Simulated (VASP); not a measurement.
C, 2 atoms in the cell. The structure is cubic, space group Fd-3m (No. 227). Conventional cell: a = 3.531 Å, b = 3.531 Å, c = 3.531 Å, α = 90.00°, β = 90.00°, γ = 90.00°. C (site symmetry -43m) has 4 C at 1.53 Å within 2.0 Å. 

```yaml
Program: VASP 6.6.1
Task: single point
Functional: LDA
Potentials_or_basis: VASP PAW LDA potentials, release 64 (C_h)
Cutoff: 910 eV
k_mesh: 12 × 12 × 12
Occupations: gaussian, width 0.02 eV
Spin: no spin polarisation
Dipole_correction: no
Further_INCAR_settings: ALGO = Normal; EDIFF = 1e-06; NBANDS = 11
```

Potentials or basis: VASP PAW LDA potentials, release 64 (C_h).

Launch:

```bash
$ cat potpaw_LDA.64/C_h/POTCAR > POTCAR
$ mpirun -np 1 vasp_std > vasp.out
```

Hardware: 1 thread of Intel(R) Xeon(R) Platinum 8259CL CPU @ 2.50GHz (Skylake/Cascade Lake), with other jobs on the host.

Estimate the wall time of this run.

Run time: 16 s on 1 thread of Intel(R) Xeon(R) Platinum 8259CL CPU @ 2.50GHz (Skylake/Cascade Lake) (shared host), peak memory 0.13 GiB. Counts: scf iterations 11, k points 72.
